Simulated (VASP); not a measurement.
Here is a VASP 6.6.1 calculation.

The input INCAR:

```
ALGO = Normal ; EDIFF = 1E-7
ENCUT = 520 ; GGA = PE
ISIF = 2 ; ISMEAR = 0
LASPH = True ; LCHARG = False
LREAL = False ; LWAVE = False
NBANDS = 15 ; NELM = 60
PREC = Accurate ; SIGMA = 0.01
```

File KPOINTS:

```
k-points
0
Gamma
  4 4 4
```

Contents of POSCAR:

```
KCl
1.0
   -0.0233818855      3.4839009449      3.4839009449
    3.4839009449     -0.0233818855      3.4839009449
    3.4839009449      3.4839009449     -0.0233818855
K Cl
1 1
Direct
   -0.0007996140     -0.0007996140     -0.0007996140
    0.2507996140      0.2507996140      0.2507996140
```

Potentials or basis: VASP PAW PBE potentials, release 64 (K_sv, Cl).

Run with:

```bash
$ cat potpaw_PBE.64/K_sv/POTCAR potpaw_PBE.64/Cl/POTCAR > POTCAR
$ mpirun -np 1 vasp_std > vasp.out
```

Problem. Estimate the band gap on the k mesh.

Solution. 4.79 eV (least direct gap 4.83 eV).

Problem. Predict the pressure.

Solution. 0.4 GPa.

Caveat: the cell differs from its parent crystal (strain along [111] -1.0%). A k mesh can miss the band edges.
